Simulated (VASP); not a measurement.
# MgI2 (I4/mmm) in VASP: single point with HSE06

Aim: the single point of MgI2 with HSE06.

All numbers are computed with VASP 6.6.1; they aren't measurements. Logs are shortened: lines on timing, memory, paths and dates and some standing lists are left out, and cuts for length are marked.

## Step 1: The cell of the first run

Symmetry: I4/mmm, No. 139, tetragonal system. The conventional cell has a = 5.046 Å, b = 5.046 Å, c = 7.519 Å, α = 90.00°, β = 90.00°, γ = 90.00°. Within 4.1 Å of Mg (site symmetry 4/mmm) lie 8 I at 3.15 Å. I (site symmetry -4m2) has 4 Mg at 3.15 Å and 6 I at 3.57 to 3.76 Å within 4.1 Å.

## Step 2: Single point, HSE06 (epitaxial xy strain -5.0%)

Contents of POSCAR:

```
MgI2
1.0
    0.0000000000      3.5679345566      3.7597102482
    3.5679345566      0.0000000000      3.7597102482
    3.5679345566      3.5679345566      0.0000000000
Mg I
1 2
Direct
    0.0000000000      0.0000000000      0.0000000000
    0.2500000000      0.2500000000      0.2500000000
    0.7500000000      0.7500000000      0.7500000000
```

Contents of INCAR.step1:

```
SYSTEM = MgI2
PREC     = Accurate       ! precision mode
ENCUT    = 520            ! plane-wave cutoff, eV
EDIFF    = 1E-5           ! SCF threshold, eV
ISMEAR   = 0              ! smearing method
SIGMA    = 0.01           ! smearing width, eV
LREAL    = .FALSE.        ! projectors in reciprocal space
LASPH    = .TRUE.         ! aspherical terms in the spheres
NELM     = 80             ! most SCF steps
ALGO     = Normal         ! electronic algorithm
ISIF     = 2              ! what is computed and relaxed
LWAVE    = .TRUE.         ! write WAVECAR
GGA      = PE             ! functional
NBANDS   = 15             ! bands
```

Contents of INCAR.step2:

```
SYSTEM = MgI2
PREC     = Accurate       ! precision mode
ENCUT    = 520            ! plane-wave cutoff, eV
EDIFF    = 1E-6           ! SCF threshold, eV
ISMEAR   = 0              ! smearing method
SIGMA    = 0.01           ! smearing width, eV
LREAL    = .FALSE.        ! projectors in reciprocal space
LASPH    = .TRUE.         ! aspherical terms in the spheres
NELM     = 80             ! most SCF steps
ALGO     = Normal         ! electronic algorithm
ISIF     = 2              ! what is computed and relaxed
LWAVE    = .FALSE.        ! write WAVECAR
LCHARG   = .TRUE.         ! write CHGCAR
GGA      = PE             ! functional
LHFCALC  = .TRUE.         ! exact exchange
HFSCREEN = 0.2079         ! screening, 1/A
PRECFOCK = Normal       
LELF     = .TRUE.         ! ELF
LVHAR    = .TRUE.       
ISTART   = 1            
NBANDS   = 15             ! bands
```

Contents of KPOINTS:

```
regular mesh
0
G
  4 4 4
  0 0 0
```

Potentials or basis: VASP PAW PBE potentials, release 64 (Mg, I).

Command:

```sh
$ cat potpaw_PBE.64/Mg/POTCAR potpaw_PBE.64/I/POTCAR > POTCAR
$ cp INCAR.step1 INCAR
$ mpirun -np 1 vasp_std > vasp.out
$ cp INCAR.step2 INCAR
$ mpirun -np 1 vasp_std > vasp.out
```

OUTCAR:

```text
SYSTEM = MgI2
   PREC = Accurate
   ENCUT = 520
   EDIFF = 1E-6
   ISMEAR = 0
   LREAL = .FALSE.
   LASPH = .TRUE.
   NELM = 80
   ISIF = 2
   GGA = PE
   LHFCALC = .TRUE.
   HFSCREEN = 0.2079
   PRECFOCK = Normal
   ISTART = 1

 ion  position               nearest neighbor table
   1  0.000  0.000  0.000-   3 3.15   3 3.15   3 3.15   2 3.15   3 3.15   2 3.15   2 3.15   2 3.15

   2  0.250  0.250  0.250-   1 3.15   1 3.15   1 3.15   1 3.15   3 3.57   3 3.57   3 3.57   3 3.57

   3  0.750  0.750  0.750-   1 3.15   1 3.15   1 3.15   1 3.15   2 3.57   2 3.57   2 3.57   2 3.57

  LATTYP: Found a body centered tetragonal cell.
 ALAT       =     5.0458214396
 C/A-ratio  =     1.4902272279

  Lattice vectors:

 A1 = (  -3.5679345566,   0.0000000000,   3.7597102482)
 A2 = (   3.5679345566,   0.0000000000,   3.7597102482)
 A3 = (   0.0000000000,   3.5679345566,  -3.7597102482)

Analysis of symmetry for initial positions (statically):
=====================================================================
 Subroutine PRICEL returns:
 Original cell was already a primitive cell.

 Routine SETGRP: Setting up the symmetry group for a
 body centered tetragonal supercell.

 Subroutine GETGRP returns: Found 16 space group operations
 (whereof 16 operations were pure point group operations)
 out of a pool of 16 trial point group operations.

The static configuration has the point symmetry D_4h.

Analysis of symmetry for dynamics (positions and initial velocities):
=====================================================================
 Subroutine PRICEL returns:
 Original cell was already a primitive cell.

 Routine SETGRP: Setting up the symmetry group for a
 body centered tetragonal supercell.

 Subroutine GETGRP returns: Found 16 space group operations
 (whereof 16 operations were pure point group operations)
 out of a pool of 16 trial point group operations.

The dynamic configuration has the point symmetry D_4h.

 Subroutine INISYM returns: Found 16 space group operations
 (whereof 16 operations are pure point group operations),
 and found     1 'primitive' translations

----------------------------------------------------------------------------------------

                                     Primitive cell

  volume of cell :      95.7234

  direct lattice vectors                    reciprocal lattice vectors
     0.000000000  3.567934557  3.759710248    -0.140137100  0.140137100  0.132988972
     3.567934557  0.000000000  3.759710248     0.140137100 -0.140137100  0.132988972
     3.567934557  3.567934557  0.000000000     0.140137100  0.140137100 -0.132988972

  length of vectors
     5.183201535  5.183201535  5.045821440     0.238668976  0.238668976  0.238668976

  position of ions in fractional coordinates (direct lattice)
     0.000000000  0.000000000  0.000000000
     0.250000000  0.250000000  0.250000000
     0.750000000  0.750000000  0.750000000

  ion indices of the primitive-cell ions
   primitive index   ion index
                 1           1
                 2           2
                 3           3

----------------------------------------------------------------------------------------

 KPOINTS: regular mesh

Automatic generation of k-mesh.
 Grid dimensions read from file:
 generate k-points for:    4    4    4

 Generating k-lattice:

  Cartesian coordinates                     Fractional coordinates (reciprocal lattice)
    -0.035034275  0.035034275  0.033247243     0.250000000  0.000000000  0.000000000
     0.035034275 -0.035034275  0.033247243     0.000000000  0.250000000  0.000000000
     0.035034275  0.035034275 -0.033247243     0.000000000  0.000000000  0.250000000

  Length of vectors
     0.059667244  0.059667244  0.059667244

  Shift w.r.t. Gamma in fractional coordinates (k-lattice)
     0.000000000  0.000000000  0.000000000

 Subroutine IBZKPT returns following result:
 ===========================================

 Found     13 irreducible k-points:

 Following reciprocal coordinates:
            Coordinates               Weight
  0.000000  0.000000  0.000000      1.000000
  0.250000 -0.000000  0.000000      8.000000
  0.500000 -0.000000  0.000000      4.000000
  0.250000  0.250000  0.000000      2.000000
  0.500000  0.250000  0.000000      8.000000
 -0.250000  0.250000  0.000000      4.000000
  0.500000  0.500000  0.000000      1.000000
  0.250000  0.000000  0.250000      4.000000
  0.500000 -0.000000  0.250000     16.000000
 -0.250000  0.000000  0.250000      8.000000
 -0.250000  0.500000  0.250000      4.000000
  0.500000  0.000000  0.500000      2.000000
 -0.250000  0.250000  0.500000      2.000000
   k-points           NKPTS =     13   k-points in BZ     NKDIM =     64   number of bands    NBANDS=     15
   number of dos      NEDOS =    301   number of ions     NIONS =      3
   total plane-waves  NPLWV =  64000
   dimension x,y,z NGX =    40 NGY =   40 NGZ =   40
   dimension x,y,z NGXF=    80 NGYF=   80 NGZF=   80
   ions per type =               1   2
   NGX,Y,Z   is equivalent  to a cutoff of  12.83, 12.83, 13.18 a.u.
   NGXF,Y,Z  is equivalent  to a cutoff of  25.66, 25.66, 26.36 a.u.
 SYSTEM =  MgI2
   PREC   = accura    normal or accurate (medium, high low for compatibility)
   ISTART =      1    job   : 0-new  1-cont  2-samecut
   ICHARG =      0    charge: 1-file 2-atom 10-const
   ISPIN  =      1    spin polarized calculation?
   LNONCOLLINEAR =      F non collinear calculations
   LSORBIT =      F    spin-orbit coupling
   LASPH  =      T    aspherical Exc in radial PAW
   ENCUT  =  520.0 eV  38.22 Ry    6.18 a.u.   9.64  9.64  9.38*2*pi/ulx,y,z
   NELM   =     80;   NELMIN=  2; NELMDL=  0     # of ELM steps
   EDIFF  = 0.1E-05   stopping-criterion for ELM
   LREAL  =      F    real-space projection
   EDIFFG = 0.1E-04   stopping-criterion for IOM
   NSW    =      0    number of steps for IOM
   IBRION =     -1    ionic relax: 0-MD 1-quasi-New 2-CG
   NFREE  =      0    steps in history (QN), initial steepest desc. (CG)
   ISIF   =      2    stress and relaxation
   ISYM   =      3    0-nonsym 1-usesym 2-fastsym
   POTIM  = 0.5000    time-step for ionic-motion
   TEBEG  =    0.0;   TEEND  =   0.0 temperature during run
   PSTRESS=    0.0 pullay stress
   NELECT =      16.0000    total number of electrons
   NUPDOWN=      -1.0000    fix difference up-down
   EMIN   =  10.00;   EMAX   =-10.00  energy-range for DOS
   EFERMI =   0.00;   METHOD = LEGACY
   ISMEAR =     0;   SIGMA  =   0.01  broadening in eV -4-tet -1-fermi 0-gaus
   EFERMI_NEDOS =   21; number of points for ismear=-14 and -15
   IALGO  =     38    algorithm
   IMIX   =      1    mixing-type and parameters
     AMIX     =   0.40;   BMIX     =  1.00
     AMIX_MAG =   1.60;   BMIX_MAG =  1.00
  volume/ion in A,a.u.               =      31.91       215.32
  Fermi-wavevector in a.u.,A,eV,Ry     =   0.901797  1.704149 11.064772  0.813238
  Thomas-Fermi vector in A             =   2.024922
   LORBIT       =      0    0 simple, 1 ext, 2 COOP (PROOUT), +10 PAW based schemes
   GGA     = PE    functional components
   LHFCALC =     T    Hartree Fock is set to
   PRECFOCK=normal    Normal, Fast or Accurate (Low or Medium for compatibility)
   ENCUT4O =  -1.0   cutoff for four orbital integrals eV
   NKREDX  =     1    reduce k-point grid by
   NKREDY  =     1    reduce k-point grid by
   NKREDZ  =     1    reduce k-point grid by
   AEXX    =    0.2500 exact exchange contribution
   HFSCREEN=    0.2079 screening length (either q_TF or 0.3 A-1)
   HFSCREENC=   0.2079 screening length for correlation (either q_TF or 0.3 A-1)
   ENCUTFOCK=  -1.0 apply spherical cutoff to Coloumb kernel
   IVDW    =     0    specifies the selected vdW correction
   LEPSILON=     F    determine dielectric tensor
   LRPA    =     F    only Hartree local field effects (RPA)
 non-spin polarized calculation
 Gauss-broadening in eV      SIGMA  =   0.01
  energy-cutoff  :      520.00
  volume of cell :       95.72
 maximum number of plane-waves:      2598
 NGX is ok and might be reduce to    40
  NGX = 30; NGY = 30; NGZ = 30

 number of electron      16.0000002 magnetization

 Free energy of the ion-electron system (eV)
  ---------------------------------------------------
  ext. energy  EPLUGINS =         0.00000000
  ---------------------------------------------------
  free energy    TOTEN  =        -7.63744798 eV

  energy without entropy =       -7.63744798  energy(sigma->0) =       -7.63744798

 E-fermi :   4.1069     XC(G=0):  -7.1295

 val. band max:        4.0581060558   @ k =   0.5000   0.0000   0.5000
 cond. band min:       5.2665720780   @ k =   0.5000   0.0000   0.5000
 fundamental gap:      1.2084660223
 Fermi energy:         4.1069460248

 k-point     1 :       0.0000    0.0000    0.0000
  band No.  band energies     occupation
      1     -10.9106      2.00000
      2      -8.6567      2.00000
      3      -0.0479      2.00000
      4      -0.0479      2.00000
      5       0.3470      2.00000
      6       1.9183      2.00000
      7       2.6745      2.00000
      8       2.6745      2.00000
      9       5.4153      0.00000
     10       7.4096      0.00000
     11       7.4553      0.00000
     12       7.4553      0.00000
     13       9.3487      0.00000
     14       9.7381      0.00000
     15      11.2031      0.00000
[... 199 lines left out ...]
 k-point    13 :      -0.2500    0.2500    0.5000
  band No.  band energies     occupation
      1      -9.7470      2.00000
      2      -9.7470      2.00000
      3      -1.9831      2.00000
      4      -1.4229      2.00000
      5       0.7120      2.00000
      6       0.7120      2.00000
      7       3.6953      2.00000
      8       3.8583      2.00000
      9       6.2881      0.00000
     10       8.2066      0.00000
     11      10.5933      0.00000
     12      10.5933      0.00000
     13      12.9439      0.00000
     14      12.9439      0.00000
     15      12.9600      0.00000

------------------------ aborting loop because EDIFF is reached ----------------------------------------

  FORCE on cell =-STRESS in cart. coord.  units (eV):
  Direction    XX          YY          ZZ          XY          YZ          ZX
  --------------------------------------------------------------------------------------
  -------------------------------------------------------------------------------------
  Total        3.1780560      3.1780560     -0.3571939      0.0000000      0.0000000     -0.0000000
  in kB       53.1929404     53.1929404     -5.9785580      0.0000000      0.0000000     -0.0000000
  external PRESSURE =      33.4691076 kB  Pullay stress =       0.0000000 kB

 VOLUME and BASIS-vectors are now :
 -----------------------------------------------------------------------------
  energy-cutoff  :      520.00
  volume of cell :       95.72
      direct lattice vectors                 reciprocal lattice vectors
     0.000000000  3.567934557  3.759710248    -0.140137100  0.140137100  0.132988972
     3.567934557  0.000000000  3.759710248     0.140137100 -0.140137100  0.132988972
     3.567934557  3.567934557  0.000000000     0.140137100  0.140137100 -0.132988972

 POSITION                                       TOTAL-FORCE (eV/Angst)
 -----------------------------------------------------------------------------------
      0.00000      0.00000      0.00000         0.000000      0.000000     -0.000000
      1.78397      1.78397      1.87986        -0.000000      0.000000     -0.000000
      5.35190      5.35190      5.63957         0.000000      0.000000      0.000000
 -----------------------------------------------------------------------------------
    total drift:                                0.000000      0.000000      0.000000

  FREE ENERGIE OF THE ION-ELECTRON SYSTEM (eV)
  ---------------------------------------------------
  free  energy   TOTEN  =        -7.6374479845 eV

  energy  without entropy=       -7.6374479845  energy(sigma->0) =       -7.63744798
```

Wall time 24 min (1 thread of Intel Xeon Platinum 8259CL at 2.50GHz (Skylake/Cascade Lake), shared host); peak memory 0.36 GiB.

Results:

| Quantity | Value |
| --- | --- |
| Free energy | -7.6374 eV |
| Pressure | 3.3 GPa |
| Band gap on the k mesh | 1.21 eV |

Stress tensor (GPa, compression positive):
```
 5.32  0.00  0.00
 0.00  5.32  0.00
 0.00  0.00 -0.60
```

Caveat: the cell differs from its parent crystal (epitaxial xy strain -5.0%); the stress differs along the axes, from -1 to 5 GPa; the structure was generated, so it needn't be the stable form of MgI2; the PAW data sets were made with another functional, which shifts forces and pressure a little; spin-orbit coupling is left out, which moves the levels of the heavy elements.
